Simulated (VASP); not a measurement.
The system is AlNi.

```
CELL_PARAMETERS angstrom
2.88100 0.00000 0.00000
0.00000 2.88100 0.00000
0.00000 0.00000 2.88100
ATOMIC_POSITIONS crystal
Al 0.00000 0.00000 0.00000
Ni 0.50000 0.50000 0.50000
```

* Program: VASP 6.6.1
* Task: relaxation of cell and atoms
* Functional: PBEsol
* Potentials or basis: VASP PAW PBE potentials, release 64 (Al, Ni)
* Cutoff: 600 eV
* k mesh: 16 × 16 × 16
* Occupations: fermi-dirac, width 0.05 eV
* Spin: no spin polarisation

At the start: pressure -3.1 GPa; volume 11.96 Å³/atom.

Q: How do energy, volume and symmetry change on relaxing?

A: Over 3 steps the energy falls by 2.3 meV/atom and the volume is 11.73 Å³/atom (-1.9 %); space group Pm-3m (No. 221, to 0.1 Å) before and after.

The path:
```
step  energy change (eV)  largest force (eV/Å)  pressure (GPa)  volume (Å³)
   1              0.0000                0.0000           -3.14        23.91
   2             -0.0017                0.0000            2.73        23.11
   3             -0.0046                0.0000            0.00        23.46
```

Final structure:
```cif
data_structure
_symmetry_space_group_name_H-M 'P 1'
_symmetry_Int_Tables_number 1
_cell_length_a 2.8626
_cell_length_b 2.8626
_cell_length_c 2.8626
_cell_angle_alpha 90.000
_cell_angle_beta 90.000
_cell_angle_gamma 90.000
_cell_volume 23.46
loop_
_atom_site_label
_atom_site_type_symbol
_atom_site_fract_x
_atom_site_fract_y
_atom_site_fract_z
_atom_site_occupancy
Al1 Al 0.00000 0.00000 0.00000 1
Ni1 Ni 0.50000 0.50000 0.50000 1
```

Caveat: the PAW data sets were made with another functional, which shifts forces and pressure a little.
